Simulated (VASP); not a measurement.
A run of VASP 6.6.1 is set up as follows.

Contents of INCAR:

```
SYSTEM = TiSi2
PREC = Accurate
ENCUT = 500
EDIFF = 1E-6
ISMEAR = 0
SIGMA = 0.1
LREAL = .False.
LASPH = .True.
NELM = 120
ALGO = Normal
ISIF = 2
LWAVE = .False.
LCHARG = .True.
GGA = PE
LELF = .True.
LVHAR = .True.
NBANDS = 29
GGA_COMPAT = .False.
```

KPOINTS

```
Automatic mesh
0
Gamma
  6 6 6
  0 0 0
```

File POSCAR:

```
TiSi2
1.0
    1.7651050100     -6.7592816400      0.0000000000
    1.7651050100      6.7592816400      0.0000000000
    0.0000000000      0.0000000000      3.5651738600
Ti Si
2 4
Direct
    0.8968819400      0.1031180800      0.7500000000
    0.1031180800      0.8968819400      0.2500000000
    0.5582514400      0.4417485600      0.7500000000
    0.4417485600      0.5582514400      0.2500000000
    0.2496851800      0.7503148300      0.7500000000
    0.7503148300      0.2496851800      0.2500000000
```

Potentials or basis: VASP PAW PBE potentials, release 64 (Ti_sv, Si).

Run with:

```bash
$ cat potpaw_PBE.64/Ti_sv/POTCAR potpaw_PBE.64/Si/POTCAR > POTCAR
$ mpirun -np 1 vasp_std > vasp.out
```

What does it give for the pressure?

1.8 GPa.

Predict the band gap on the k mesh.

zero (bands 20 and 21 overlap by 1.01 eV).

What does it give for the largest force?

0.207 eV/Å.

Forces on the atoms (eV/Å):
```
Ti   0.000 -0.034  0.000
Ti   0.000  0.034  0.000
Si   0.000 -0.207  0.000
Si   0.000  0.207  0.000
Si   0.000  0.040  0.000
Si   0.000 -0.040  0.000
```
